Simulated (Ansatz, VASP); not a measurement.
# One calculation of WS2, two programs

Contents of INCAR:

```
SYSTEM = WS2
PREC = Accurate
ENCUT = 520
EDIFF = 1E-6
ISMEAR = -1
SIGMA = 0.05
LREAL = .False.
LASPH = .True.
NELM = 60
ALGO = Normal
ISIF = 2
LWAVE = .False.
LCHARG = .True.
LELF = .True.
LVHAR = .True.
NBANDS = 20
```

KPOINTS

```
Automatic mesh
0
Gamma
  10 10 2
  0 0 0
```

Contents of POSCAR:

```
WS2
1.0
    3.1404905896      0.0000000000      0.0000000000
   -1.5702452948      2.7197446309      0.0000000000
    0.0000000000      0.0000000000     16.7214879437
W S
1 2
Direct
    0.0000000000      0.0000000000      0.0000000000
    0.3333333333      0.6666666667      0.0920005100
    0.3333333333      0.6666666667      0.9079994900
```

The input input.yaml:

```yaml
crystal:
  lattice:
    - [3.1404905896, 0.0, 0.0]
    - [-1.5702452948, 2.7197446309, 0.0]
    - [0.0, 0.0, 16.7214879437]
  atoms:
    - { symbol: W, position: [0.0, 0.0, 0.0] }
    - { symbol: S, position: [0.3333333333, 0.6666666667, 0.09200051] }
    - { symbol: S, position: [0.3333333333, 0.6666666667, 0.90799949] }
hamiltonian:
  xc: lda
  pseudopotentials: { kind: paw }
kpoints:
  mp_grid: { grid: [10, 10, 2] }
scf:
  occupations: { method: fermi_dirac, width: 0.05 }
output:
  forces: true
  stress: true
  eigenvalues: true
```

Alike in both runs: task single point; functional LDA; k mesh 10 × 10 × 2; occupations fermi-dirac, width 0.05 eV; no spin polarisation.

|  | VASP | Ansatz |
| --- | --- | --- |
| version | VASP 6.6.1 | Ansatz 0.2.0 |
| potentials or method | VASP PAW LDA potentials, release 64 (W_sv, S) | Ansatz PAW |
| plane-wave cutoff (eV) | 520 | 420 |
| valence electrons in the cell | 26 | 26 |

|  | VASP | Ansatz | Ansatz less VASP |
| --- | --- | --- | --- |
| gap on the k mesh at the Fermi level (eV) | 2.11 | 2.10 | -0.016 |
| least direct gap on the mesh (eV) | 2.27 | 2.26 | -0.011 |
| rms of the force components (eV/Å) | 0.189 | 0.166 | -0.0232 |

LDA's correlation is that of Perdew and Zunger in VASP and of Perdew and Wang (1992) in Ansatz. Atom by atom the forces differ by 0.023 eV/Å (rms over components).

Spin-orbit coupling is off throughout.
